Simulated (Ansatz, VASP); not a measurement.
**Two plane-wave programs on RbZnI3**

```
Rb Zn I
1.0
     5.77920    0.00000    0.00000
     0.00000    5.77920    0.00000
     0.00000    0.00000    5.77920
Rb Zn I
1 1 3
Direct
  0.00000 0.00000 0.00000
  0.50000 0.50000 0.50000
  0.50000 0.50000 0.00000
  0.50000 0.00000 0.50000
  0.00000 0.50000 0.50000
```

Alike in both runs: task single point; functional PBE; k mesh 4 × 4 × 4; occupations fermi-dirac, width 0.02 eV; no spin polarisation.

|  | VASP | Ansatz |
| --- | --- | --- |
| version | VASP 6.6.1 | Ansatz 0.2.0 |
| potentials or method | VASP PAW PBE potentials, release 64 (Rb_sv, Zn, I) | plane waves, PAW |
| plane-wave cutoff (eV) | 520 | 420 |
| valence electrons in the cell | 42 | 72 |

VASP gave:

| Item | Value |
| --- | --- |
| pressure (GPa) | 0.1 |

Question: Estimate Ansatz's values.

Answer: Pressure (GPa): 0.0.

With one functional, cell and mesh, what is left measures potentials, basis and numerics. VASP's potentials hold 42 valence electrons a cell and Ansatz's 72, so a difference there can come from the potentials and not from the codes.

Neither program's run includes spin-orbit coupling.
